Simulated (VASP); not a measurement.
# InSe (P6_3/mmc) in VASP: relaxation of cell and atoms with PBE+D3(BJ)

Aim: the relaxation of cell and atoms of InSe with PBE+D3(BJ).

All numbers are computed with VASP 6.6.1; they aren't measurements. Logs are shortened: lines on timing, memory, paths and dates and some standing lists are left out, and cuts for length are marked.

### 1 The cell of the first run

The structure is hexagonal, space group P6_3/mmc (No. 194). Conventional cell: a = 4.050 Å, b = 4.050 Å, c = 16.930 Å, α = 90.00°, β = 90.00°, γ = 120.00°. Within 3.3 Å of In (site symmetry 3m) lie 3 Se at 2.52 Å and 1 In at 3.15 Å. Se (site symmetry 3m) has 3 In at 2.52 Å within 3.3 Å.

### 2 Relaxation of cell and atoms, PBE+D3(BJ)

INCAR reads:

```
SYSTEM = InSe
PREC = Accurate ; ENCUT = 600
EDIFF = 1E-6 ; ISMEAR = 0
SIGMA = 0.1 ; LREAL = .FALSE.
LASPH = .TRUE. ; NELM = 100
ALGO = Normal ; ISIF = 3
LWAVE = .FALSE. ; LCHARG = .FALSE.
GGA = PE ; IVDW = 12
IBRION = 2 ; NSW = 100
EDIFFG = -0.05
```

KPOINTS reads:

```
regular mesh
0
G
  6 6 2
  0 0 0
```

POSCAR reads:

```
InSe
1.0
    4.0500000000      0.0000000000      0.0000000000
   -2.0250000000      3.5074028853      0.0000000000
    0.0000000000      0.0000000000     16.9300000000
In Se
4 4
Direct
    0.3333333333      0.6666666667      0.1570000000
    0.6666666667      0.3333333333      0.6570000000
    0.3333333333      0.6666666667      0.3430000000
    0.6666666667      0.3333333333      0.8430000000
    0.3333333333      0.6666666667      0.6020000000
    0.6666666667      0.3333333333      0.1020000000
    0.3333333333      0.6666666667      0.8980000000
    0.6666666667      0.3333333333      0.3980000000
```

Potentials or basis: VASP PAW PBE potentials, release 64 (In_d, Se).

Started as:

```sh
cat potpaw_PBE.64/In_d/POTCAR potpaw_PBE.64/Se/POTCAR > POTCAR
mpirun -np 1 vasp_std > vasp.out
```

OUTCAR:

```text
SYSTEM = InSe
   PREC = Accurate
   ENCUT = 600
   EDIFF = 1E-6
   ISMEAR = 0
   LREAL = .FALSE.
   LASPH = .TRUE.
   NELM = 100
   ISIF = 3
   GGA = PE
   IVDW = 12
   IBRION = 2
   NSW = 100
   EDIFFG = -0.05
 IVDW          = 12

 ion  position               nearest neighbor table
   1  0.333  0.667  0.157-   6 2.52   6 2.52   6 2.52   3 3.15
   2  0.667  0.333  0.657-   5 2.52   5 2.52   5 2.52   4 3.15
   3  0.333  0.667  0.343-   8 2.52   8 2.52   8 2.52   1 3.15
   4  0.667  0.333  0.843-   7 2.52   7 2.52   7 2.52   2 3.15
   5  0.333  0.667  0.602-   2 2.52   2 2.52   2 2.52
   6  0.667  0.333  0.102-   1 2.52   1 2.52   1 2.52
   7  0.333  0.667  0.898-   4 2.52   4 2.52   4 2.52
   8  0.667  0.333  0.398-   3 2.52   3 2.52   3 2.52

  LATTYP: Found a hexagonal cell.
 ALAT       =     4.0500000000
 C/A-ratio  =     4.1802469136

  Lattice vectors:

 A1 = (   4.0500000000,   0.0000000000,   0.0000000000)
 A2 = (  -2.0250000000,   3.5074028853,   0.0000000000)
 A3 = (   0.0000000000,   0.0000000000,  16.9300000000)

Analysis of symmetry for initial positions (statically):
=====================================================================
 Subroutine PRICEL returns:
 Original cell was already a primitive cell.

 Routine SETGRP: Setting up the symmetry group for a
 hexagonal supercell.

 Subroutine GETGRP returns: Found 24 space group operations
 (whereof 12 operations were pure point group operations)
 out of a pool of 24 trial point group operations.

The static configuration has the point symmetry D_3d.
 The point group associated with its full space group is D_6h.

Analysis of symmetry for dynamics (positions and initial velocities):
=====================================================================
 Subroutine PRICEL returns:
 Original cell was already a primitive cell.

 Routine SETGRP: Setting up the symmetry group for a
 hexagonal supercell.

 Subroutine GETGRP returns: Found 24 space group operations
 (whereof 12 operations were pure point group operations)
 out of a pool of 24 trial point group operations.

The dynamic configuration has the point symmetry D_3d.
 The point group associated with its full space group is D_6h.

 Subroutine INISYM returns: Found 24 space group operations
 (whereof 12 operations are pure point group operations),
 and found     1 'primitive' translations

----------------------------------------------------------------------------------------

                                     Primitive cell

  volume of cell :     240.4903

  direct lattice vectors                    reciprocal lattice vectors
     4.050000000  0.000000000  0.000000000     0.246913580  0.142555622  0.000000000
    -2.025000000  3.507402885  0.000000000     0.000000000  0.285111244  0.000000000
     0.000000000  0.000000000 16.930000000     0.000000000  0.000000000  0.059066745

  length of vectors
     4.050000000  4.050000000 16.930000000     0.285111244  0.285111244  0.059066745

  position of ions in fractional coordinates (direct lattice)
     0.333333333  0.666666667  0.157000000
     0.666666667  0.333333333  0.657000000
     0.333333333  0.666666667  0.343000000
     0.666666667  0.333333333  0.843000000
     0.333333333  0.666666667  0.602000000
     0.666666667  0.333333333  0.102000000
     0.333333333  0.666666667  0.898000000
     0.666666667  0.333333333  0.398000000

  ion indices of the primitive-cell ions
   primitive index   ion index
                 1           1
                 2           2
                 3           3
                 4           4
                 5           5
                 6           6
                 7           7
                 8           8

----------------------------------------------------------------------------------------

 KPOINTS: regular mesh

Automatic generation of k-mesh.
 Grid dimensions read from file:
 generate k-points for:    6    6    2

 Generating k-lattice:

  Cartesian coordinates                     Fractional coordinates (reciprocal lattice)
     0.041152263  0.023759270  0.000000000     0.166666667 -0.000000000  0.000000000
     0.000000000  0.047518541  0.000000000     0.000000000  0.166666667  0.000000000
     0.000000000  0.000000000  0.029533373     0.000000000  0.000000000  0.500000000

  Length of vectors
     0.047518541  0.047518541  0.029533373

  Shift w.r.t. Gamma in fractional coordinates (k-lattice)
     0.000000000  0.000000000  0.000000000

 Subroutine IBZKPT returns following result:
 ===========================================

 Found     14 irreducible k-points:

 Following reciprocal coordinates:
            Coordinates               Weight
  0.000000  0.000000  0.000000      1.000000
  0.166667  0.000000  0.000000      6.000000
  0.333333 -0.000000  0.000000      6.000000
  0.500000 -0.000000  0.000000      3.000000
  0.166667  0.166667  0.000000      6.000000
  0.333333  0.166667  0.000000     12.000000
  0.333333  0.333333  0.000000      2.000000
  0.000000  0.000000  0.500000      1.000000
  0.166667  0.000000  0.500000      6.000000
  0.333333 -0.000000  0.500000      6.000000
  0.500000 -0.000000  0.500000      3.000000
  0.166667  0.166667  0.500000      6.000000
  0.333333  0.166667  0.500000     12.000000
  0.333333  0.333333  0.500000      2.000000
   k-points           NKPTS =     14   k-points in BZ     NKDIM =     14   number of bands    NBANDS=     45
   number of dos      NEDOS =    301   number of ions     NIONS =      8
   total plane-waves  NPLWV = 143360
   dimension x,y,z NGX =    32 NGY =   32 NGZ =  140
   dimension x,y,z NGXF=    64 NGYF=   64 NGZF=  280
   ions per type =               4   4
   NGX,Y,Z   is equivalent  to a cutoff of  13.14, 13.14, 13.75 a.u.
   NGXF,Y,Z  is equivalent  to a cutoff of  26.27, 26.27, 27.49 a.u.
 SYSTEM =  InSe
   PREC   = accura    normal or accurate (medium, high low for compatibility)
   ISTART =      0    job   : 0-new  1-cont  2-samecut
   ICHARG =      2    charge: 1-file 2-atom 10-const
   ISPIN  =      1    spin polarized calculation?
   LNONCOLLINEAR =      F non collinear calculations
   LSORBIT =      F    spin-orbit coupling
   LASPH  =      T    aspherical Exc in radial PAW
   ENCUT  =  600.0 eV  44.10 Ry    6.64 a.u.   8.09  8.09 33.81*2*pi/ulx,y,z
   NELM   =    100;   NELMIN=  2; NELMDL= -5     # of ELM steps
   EDIFF  = 0.1E-05   stopping-criterion for ELM
   LREAL  =      F    real-space projection
   EDIFFG = -.5E-01   stopping-criterion for IOM
   NSW    =    100    number of steps for IOM
   IBRION =      2    ionic relax: 0-MD 1-quasi-New 2-CG
   NFREE  =      1    steps in history (QN), initial steepest desc. (CG)
   ISIF   =      3    stress and relaxation
   ISYM   =      2    0-nonsym 1-usesym 2-fastsym
   POTIM  = 0.5000    time-step for ionic-motion
   TEBEG  =    0.0;   TEEND  =   0.0 temperature during run
   PSTRESS=    0.0 pullay stress
   NELECT =      76.0000    total number of electrons
   NUPDOWN=      -1.0000    fix difference up-down
   EMIN   =  10.00;   EMAX   =-10.00  energy-range for DOS
   EFERMI =   0.00;   METHOD = LEGACY
   ISMEAR =     0;   SIGMA  =   0.10  broadening in eV -4-tet -1-fermi 0-gaus
   EFERMI_NEDOS =   21; number of points for ismear=-14 and -15
   IALGO  =     38    algorithm
   IMIX   =      4    mixing-type and parameters
     AMIX     =   0.40;   BMIX     =  1.00
     AMIX_MAG =   1.60;   BMIX_MAG =  1.00
  volume/ion in A,a.u.               =      30.06       202.86
  Fermi-wavevector in a.u.,A,eV,Ry     =   1.115099  2.107232 16.918111  1.243446
  Thomas-Fermi vector in A             =   2.251701
   LORBIT       =      0    0 simple, 1 ext, 2 COOP (PROOUT), +10 PAW based schemes
   GGA     = PE    functional components
   LHFCALC =     F    Hartree Fock is set to
   AEXX    =    0.0000 exact exchange contribution
   IVDW    =    12    specifies the selected vdW correction
   LEPSILON=     F    determine dielectric tensor
   LRPA    =     F    only Hartree local field effects (RPA)
 conjugate gradient relaxation of ions
 non-spin polarized calculation
 Gauss-broadening in eV      SIGMA  =   0.10
  energy-cutoff  :      600.00
  volume of cell :      240.49
 maximum number of plane-waves:      8054
   NGX = 17   NGY = 17   NGZ = 67

--------------------------------------- Ionic step        1  -------------------------------------------

 number of electron      75.9999998 magnetization

 Free energy of the ion-electron system (eV)
  ---------------------------------------------------
  ext. energy  EPLUGINS =         0.00000000
  ---------------------------------------------------
  free energy    TOTEN  =       -26.50348015 eV

  energy without entropy =      -26.50037638  energy(sigma->0) =      -26.50192826

------------------------ aborting loop because EDIFF is reached ----------------------------------------

 Edisp (eV)   -2.30603

 E8    (eV) :    -1.0537

  FORCE on cell =-STRESS in cart. coord.  units (eV):
  Direction    XX          YY          ZZ          XY          YZ          ZX
  --------------------------------------------------------------------------------------
  -------------------------------------------------------------------------------------
  Total      13.48422    13.48422     0.07911     0.00000     0.00000     0.00000
  in kB      89.83359    89.83359     0.52702     0.00000     0.00000     0.00000
  external pressure =       60.06 kB  Pullay stress =        0.00 kB
[... 349 lines left out ...]
  energy  without entropy=      -30.6676058821  energy(sigma->0) =      -30.66760696

--------------------------------------- Ionic step        9  -------------------------------------------

 number of electron      76.0000002 magnetization

 Free energy of the ion-electron system (eV)
  ---------------------------------------------------
  ext. energy  EPLUGINS =         0.00000000
  ---------------------------------------------------
  free energy    TOTEN  =       -28.34283124 eV

  energy without entropy =      -28.34282235  energy(sigma->0) =      -28.34282680

 E-fermi :   4.0449     XC(G=0):  -8.7950

 val. band max:        3.8175169030   @ k =   0.0000   0.0000   0.0000
 cond. band min:       4.2723429778   @ k =   0.0000   0.0000   0.0000
 fundamental gap:      0.4548260748
 Fermi energy:         4.0449299612

 k-point     1 :       0.0000    0.0000    0.0000
  band No.  band energies     occupation
      1     -10.9041      2.00000
      2     -10.9036      2.00000
      3     -10.7200      2.00000
      4     -10.7200      2.00000
      5     -10.7197      2.00000
      6     -10.7197      2.00000
[... 700 lines left out ...]
  FREE ENERGIE OF THE ION-ELECTRON SYSTEM (eV)
  ---------------------------------------------------
  free  energy   TOTEN  =       -30.6778391488 eV

  energy  without entropy=      -30.6778302548  energy(sigma->0) =      -30.67783470

 reached required accuracy - stopping structural energy minimisation
```

Wall time 14 min (1 thread of Intel Xeon 6975P-C (Granite Rapids), shared host); peak memory 0.5 GiB.

What came out:

```yaml
Free_energy: -30.6778 eV
Relaxed_volume: 29.92 Å³/atom
Relaxed_cell: a = 4.028 Å, b = 4.028 Å, c = 17.031 Å, α = 90.00°, β = 90.00°, γ = 120.00°
Space_group_after_relaxing_to_0.1_Å: P6_3/mmc (No. 194)
Energy_gained_by_relaxing: 233.5 meV/atom
Ionic_steps: 9
Pressure_after_relaxing: 0.0 GPa
Largest_force_after_relaxing: 0.047 eV/Å
Band_gap_on_the_k_mesh: 0.45 eV
Dispersion_energy_per_atom: -0.292 eV
```

Forces on the atoms (eV/Å):
```
In   0.000  0.000  0.009
In   0.000  0.000  0.009
In   0.000  0.000 -0.009
In   0.000  0.000 -0.009
Se   0.000  0.000 -0.047
Se   0.000  0.000 -0.047
Se   0.000  0.000  0.047
Se   0.000  0.000  0.047
```

Stress tensor (GPa, compression positive):
```
 0.08  0.00  0.00
 0.00  0.08  0.00
 0.00  0.00 -0.23
```

The path:
```
step  energy change (eV)  largest force (eV/Å)  pressure (GPa)  volume (Å³)
   1              0.0000                2.8894            6.01       240.49
   2             -1.0930                0.2732           -4.43       281.33
   3             -1.3880                0.8237           -2.15       266.81
   4             -1.6598                0.3208           -1.18       254.44
   5             -1.7124                0.2795           -0.30       246.81
   6             -1.8161                0.3156            0.44       240.81
   7             -1.8397                0.3391            1.07       236.37
   8             -1.8581                0.1225           -0.63       241.07
   9             -1.8683                0.0473           -0.02       239.33
```

Final structure:
```cif
data_structure
_symmetry_space_group_name_H-M 'P 1'
_symmetry_Int_Tables_number 1
_cell_length_a 4.0282
_cell_length_b 4.0282
_cell_length_c 17.0307
_cell_angle_alpha 90.000
_cell_angle_beta 90.000
_cell_angle_gamma 120.000
_cell_volume 239.33
loop_
_atom_site_label
_atom_site_type_symbol
_atom_site_fract_x
_atom_site_fract_y
_atom_site_fract_z
_atom_site_occupancy
In1 In 0.33333 0.66667 0.16795 1
In2 In 0.66667 0.33333 0.66795 1
In3 In 0.33333 0.66667 0.33205 1
In4 In 0.66667 0.33333 0.83205 1
Se1 Se 0.33333 0.66667 0.59222 1
Se2 Se 0.66667 0.33333 0.09222 1
Se3 Se 0.33333 0.66667 0.90778 1
Se4 Se 0.66667 0.33333 0.40778 1
```

Caveat: semilocal functionals underestimate gaps, and a narrow one can read as zero; spin-orbit coupling is left out, which moves the levels of the heavy elements; the relaxation stopped at a loose force limit of 0.05 eV/Å, so its end isn't a converged minimum. A hybrid or GW would open this gap; PBE tends to underestimate it.
